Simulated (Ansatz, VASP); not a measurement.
**One calculation of BaTlN, two programs**

```
Ba Tl N
1.0
     4.17732    0.00000    0.00000
     0.00000    4.17732    0.00000
     0.00000    0.00000    4.77285
Ba Tl N
1 1 1
Direct
  0.00000 0.00000 0.50000
  0.50000 0.50000 0.00000
  0.00000 0.00000 0.00000
```

Alike in both runs: functional PBE; k mesh 3 × 3 × 3; occupations gaussian, width 0.15 eV; no spin polarisation.

Ansatz relaxed the structure, and its values are those at the end. VASP's run is a single point on that final structure, the one shown.

|  | VASP | Ansatz |
| --- | --- | --- |
| version | VASP 6.6.1 | Ansatz 0.2.0 |
| potentials or method | VASP PAW PBE potentials, release 64 (Ba_sv, Tl_d, N), cutoff 600 eV | scalar-relativistic, plane waves, PAW |
| valence electrons in the cell | 28 | 28 |

|  | VASP | Ansatz | Ansatz less VASP |
| --- | --- | --- | --- |
| gap on the k mesh at the Fermi level (eV) | none | none | - |
| pressure (GPa) | 0.9 | -0.3 | -1.24 |

A gap of «none» marks a metal or a gap that the smearing closes.

The k mesh is coarse, so the values compare programs but aren't converged. Neither program's run includes spin-orbit coupling.
